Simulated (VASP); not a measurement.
# Cr in VASP: notebook, part 2 of 2

VASP 6.6.1.

**4. Single point, PBE, collinear spin, ferromagnetic start**

Input file INCAR:

```
ALGO     = Normal         # electronic algorithm
DIPOL    = 0.5 0.5 0.500
EDIFF    = 1E-7           # SCF threshold, eV
ENCUT    = 520            # plane-wave cutoff, eV
GGA      = PE             # functional
IDIPOL   = 3            
ISIF     = 2              # what is computed and relaxed
ISMEAR   = -1             # smearing method
ISPIN    = 2              # spin polarisation
LASPH    = T              # aspherical terms in the spheres
LCHARG   = T              # write CHGCAR
LDIPOL   = T            
LELF     = T              # ELF
LMAXMIX  = 4              # l up to which the mixer works
LORBIT   = 11             # projections on sites
LREAL    = F              # projectors in reciprocal space
LVACPOTAV= T            
LVHAR    = T            
LWAVE    = F              # write WAVECAR
MAGMOM   = 2 2 2          # initial moments
NBANDS   = 29             # bands
NELM     = 150            # most SCF steps
PREC     = Accurate       # precision mode
SIGMA    = 0.1            # smearing width, eV
```

Input file KPOINTS:

```
k-points
0
Gamma
  14 14 1
```

Input file POSCAR:

```
Cr
1.0
    2.8486260734      0.0000000000      0.0000000000
    0.0000000000      2.8486260734      0.0000000000
    0.0000000000      0.0000000000     18.8486000000
Cr
3
Direct
    0.0000000000      0.0000000000      0.4221599948
    0.5000000000      0.5000000000      0.4999999990
    0.0000000000      0.0000000000      0.5778400062
```

Potentials or basis: VASP PAW PBE potentials, release 64 (Cr_pv).

Command:

```console
cat potpaw_PBE.64/Cr_pv/POTCAR > POTCAR
mpirun -np 1 vasp_std > vasp.out
```

OUTCAR:

```text
EDIFF = 1E-7
   ENCUT = 520
   GGA = PE
   ISIF = 2
   ISMEAR = -1
   ISPIN = 2
   LASPH = T
   LORBIT = 11
   LREAL = F
   NELM = 150
   PREC = Accurate

 ion  position               nearest neighbor table
   1  0.000  0.000  0.422-   2 2.49   2 2.49   2 2.49   2 2.49   3 2.93
   2  0.500  0.500  0.500-   1 2.49   1 2.49   1 2.49   1 2.49   3 2.49   3 2.49   3 2.49   3 2.49

   3  0.000  0.000  0.578-   2 2.49   2 2.49   2 2.49   2 2.49   1 2.93

  LATTYP: Found a simple tetragonal cell.
 ALAT       =     2.8486260734
 C/A-ratio  =     6.6167336514

  Lattice vectors:

 A1 = (   2.8486260734,   0.0000000000,   0.0000000000)
 A2 = (   0.0000000000,   2.8486260734,   0.0000000000)
 A3 = (   0.0000000000,   0.0000000000,  18.8486000000)
[... 1761 lines left out ...]
     2.848626073  0.000000000  0.000000000     0.351046425  0.000000000  0.000000000
     0.000000000  2.848626073  0.000000000     0.000000000  0.351046425  0.000000000
     0.000000000  0.000000000 18.848600000     0.000000000  0.000000000  0.053054338

 POSITION                                       TOTAL-FORCE (eV/Angst)
 -----------------------------------------------------------------------------------
      0.00000      0.00000      7.95712         0.000000      0.000000     -0.026795
      1.42431      1.42431      9.42430        -0.000000     -0.000000      0.000000
      0.00000      0.00000     10.89148        -0.000000      0.000000      0.026795
 -----------------------------------------------------------------------------------
    total drift:                                0.000000     -0.000000      0.000003

  FREE ENERGIE OF THE ION-ELECTRON SYSTEM (eV)
  ---------------------------------------------------
  free  energy   TOTEN  =       -25.4395991024 eV

  energy  without entropy=      -25.3369277059  energy(sigma->0) =      -25.38826340

 vacuum level on the upper side and lower side of the slab         3.548         3.548

 total charge

# of ion       s       p       d       tot
------------------------------------------
    1        0.385   6.204   4.151  10.740
    2        0.429   6.361   4.216  11.006
    3        0.385   6.204   4.151  10.740
--------------------------------------------------
tot          1.199  18.769  12.518  32.486

 magnetization (x)

# of ion       s       p       d       tot
------------------------------------------
    1        0.043   0.026   2.858   2.927
    2       -0.030  -0.034  -1.911  -1.975
    3        0.043   0.026   2.858   2.927
--------------------------------------------------
tot          0.056   0.017   3.805   3.878
```

OSZICAR:

```text
N       E                     dE             d eps       ncg     rms          rms(c)
DAV:   1     0.326375634980E+03    0.32638E+03   -0.21791E+04  5480   0.113E+03
DAV:   2    -0.194211456004E+02   -0.34580E+03   -0.33380E+03  4351   0.350E+02
DAV:   3    -0.291478052610E+02   -0.97267E+01   -0.95170E+01  4699   0.768E+01
[... 29 lines left out ...]
DAV:  33    -0.254395976999E+02   -0.27809E-05   -0.33644E-07  3578   0.123E-03    0.660E-04
DAV:  34    -0.254395981451E+02   -0.44518E-06   -0.79605E-08  3415   0.928E-04    0.357E-04
DAV:  35    -0.254395989229E+02   -0.77778E-06   -0.69220E-08  3399   0.523E-04    0.191E-04
DAV:  36    -0.254395990617E+02   -0.13881E-06   -0.11424E-08  3159   0.303E-04    0.742E-05
DAV:  37    -0.254395991024E+02   -0.40724E-07   -0.56130E-09  2936   0.166E-04
   1 F= -.25439599E+02 E0= -.25388263E+02  d E =-.102671E+00  mag=     4.4766
```

Wall time 4.6 min (1 thread of Intel Xeon 6975P-C (Granite Rapids), shared host); peak memory 0.45 GiB.

Results:

| Item | Value |
| --- | --- |
| Free energy | -25.4396 eV |
| Largest force | 0.027 eV/Å |
| Net moment | 4.48 μB per cell |
| Site moments | Cr +2.93, -1.98 (each value once) μB |
| Valence electrons inside the program's atomic spheres | Cr 10.74, 11.01 (each value once) |

Forces on the atoms (eV/Å):
```
Cr   0.000  0.000 -0.027
Cr   0.000  0.000  0.000
Cr   0.000  0.000  0.027
```

Levels at points of the mesh, in eV from the Fermi level:
Spin up:
| k point | band 19 | band 20 | band 21 | band 22 | band 23 | band 24 |
| --- | --- | --- | --- | --- | --- | --- |
| (0.00, 0.00, 0.00) | -0.69 | -0.69 | -0.33 | 0.12 | 0.52 | 1.98 |
| (0.50, 0.00, 0.00) | -0.24 | -0.19 | 0.74 | 0.76 | 0.93 | 1.90 |
| (0.50, 0.50, 0.00) | 0.57 | 0.72 | 0.82 | 0.85 | 2.38 | 2.71 |
Spin down:
| k point | band 12 | band 13 | band 14 | band 15 | band 16 | band 17 | band 18 | band 19 | band 20 | band 21 |
| --- | --- | --- | --- | --- | --- | --- | --- | --- | --- | --- |
| (0.00, 0.00, 0.00) | -3.22 | -3.20 | -0.72 | -0.72 | -0.30 | 0.00 | 0.74 | 0.96 | 1.20 | 1.96 |
| (0.50, 0.00, 0.00) | -2.19 | -1.54 | -1.42 | -1.12 | 0.38 | 0.70 | 1.05 | 1.42 | 1.63 | 1.71 |
| (0.50, 0.50, 0.00) | -2.34 | -2.34 | -0.84 | -0.43 | -0.43 | 1.01 | 1.46 | 2.15 | 2.15 | 2.44 |

**5. Single point, PBE, collinear spin, ferromagnetic start**

Input file INCAR:

```
SYSTEM = Cr
  PREC = Accurate
  ENCUT = 520
  EDIFF = 1E-7
  ISMEAR = -1
  SIGMA = 0.1
  LREAL = .FALSE.
  LASPH = .TRUE.
  NELM = 150
  ALGO = Normal
  ISIF = 2
  LWAVE = .FALSE.
  LCHARG = .FALSE.
  ISPIN = 2
  MAGMOM = 2 2 2
  LORBIT = 11
  LMAXMIX = 4
  LDIPOL = .TRUE.
  IDIPOL = 3
  DIPOL = 0.5 0.5 0.500
  GGA = PE
  EFIELD = -0.1
  NBANDS = 29
```

Input file KPOINTS:

```
Automatic mesh
0
G
  14 14 1
  0 0 0
```

POSCAR is that of step 4.

Command:

```console
cat potpaw_PBE.64/Cr_pv/POTCAR > POTCAR
mpirun -np 1 vasp_std > vasp.out
```

It took 12 min on 1 thread of Intel Xeon Platinum 8488C (Sapphire Rapids), shared host; peak memory 0.44 GiB.

Results (log left out):

```
Free energy                                           : -25.4411 eV
Largest force                                         : 0.027 eV/Å
Net moment                                            : 4.48 μB per cell
Site moments                                          : Cr +2.93, -1.98 (each value once) μB
Valence electrons inside the program's atomic spheres : Cr 10.74, 11.01 (each value once)
```

Forces on the atoms (eV/Å):
```
Cr   0.000  0.000 -0.027
Cr   0.000  0.000 -0.001
Cr   0.000  0.000  0.027
```

Levels at points of the mesh, in eV from the Fermi level:
Spin up:
```tsv
k point	band 17	band 18	band 19	band 20	band 21	band 22	band 23	band 24	band 25	band 26
(0.00, 0.00, 0.00)	-0.79	-0.79	-0.69	-0.69	-0.33	0.12	0.52	1.98	1.98	2.27
(0.50, 0.00, 0.00)	-1.28	-0.76	-0.24	-0.19	0.74	0.76	0.93	1.90	2.33	2.71
(0.50, 0.50, 0.00)	0.00	0.57	0.57	0.72	0.82	0.85	2.38	2.71	2.77	2.77
```
Spin down:
```tsv
k point	band 14	band 15	band 16	band 17	band 18	band 19
(0.00, 0.00, 0.00)	-0.72	-0.72	-0.30	0.00	0.73	0.96
(0.50, 0.00, 0.00)	-1.42	-1.12	0.38	0.70	1.05	1.42
(0.50, 0.50, 0.00)	-0.84	-0.43	-0.43	1.01	1.46	2.15
```

**6. The runs side by side**

| cell | smearing | electric field (eV/Å) | gap on the mesh (eV) | moment (μB) | largest force (eV/Å) |
| --- | --- | --- | --- | --- | --- |
| a = 2.849, b = 2.849, c = 18.849 Å, 3 atoms | fermi-dirac 0.1 eV | - | none | 4.48 | 0.03 |
| a = 2.849, b = 2.849, c = 13.934 Å, 3 atoms | fermi-dirac 0.005 eV | - | none | 4.55 | 0.08 |
| a = 2.849, b = 2.849, c = 18.849 Å, 3 atoms | fermi-dirac 0.1 eV | -0.1 eV/Å | none | 4.48 | 0.03 |

Alike in all rows: task single point; level PBE; potentials or basis VASP PAW PBE potentials, release 64 (Cr_pv); spin collinear, ferromagnetic start; k mesh 14 × 14 × 1; cutoff (eV) 520.

Total energies depend on the potentials used, so only differences within one code and one set of settings carry meaning.
